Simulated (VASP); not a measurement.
Ta:

```
CELL_PARAMETERS angstrom
-1.65128 1.65128 1.65128
1.65128 -1.65128 1.65128
1.65128 1.65128 -1.65128
ATOMIC_POSITIONS crystal
Ta 0.00000 0.00000 0.00000
```

```yaml
Program: VASP 6.6.1
Task: relaxation of cell and atoms
Functional: BLYP
Potentials_or_basis: VASP PAW PBE potentials, release 64 (Ta_sv_GW)
Cutoff: 500 eV
k_mesh: 11 × 11 × 11
Occupations: fermi-dirac, width 0.05 eV
Spin: no spin polarisation
```

At the start: pressure 8.4 GPa; volume 18.01 Å³/atom.

**Question.** Where does the relaxation end?

**Answer.** Over 4 steps the energy falls by 19.0 meV/atom and the volume is 18.76 Å³/atom (+4.2 %); space group Im-3m (No. 229, to 0.1 Å) before and after.

Step by step:
```csv
step,energy change (eV),largest force (eV/Å),pressure (GPa),volume (Å³)
1,0.0000,0.0000,8.44,18.01
2,0.0715,0.0000,-14.53,20.60
3,-0.0190,0.0000,-0.28,18.79
4,-0.0190,0.0000,-0.01,18.76
```

Final structure:
```cif
data_structure
_symmetry_space_group_name_H-M 'P 1'
_symmetry_Int_Tables_number 1
_cell_length_a 2.8992
_cell_length_b 2.8992
_cell_length_c 2.8992
_cell_angle_alpha 109.471
_cell_angle_beta 109.471
_cell_angle_gamma 109.471
_cell_volume 18.76
loop_
_atom_site_label
_atom_site_type_symbol
_atom_site_fract_x
_atom_site_fract_y
_atom_site_fract_z
_atom_site_occupancy
Ta1 Ta 0.00000 0.00000 0.00000 1
```

Caveat: the PAW data sets were made with another functional, which shifts forces and pressure a little.
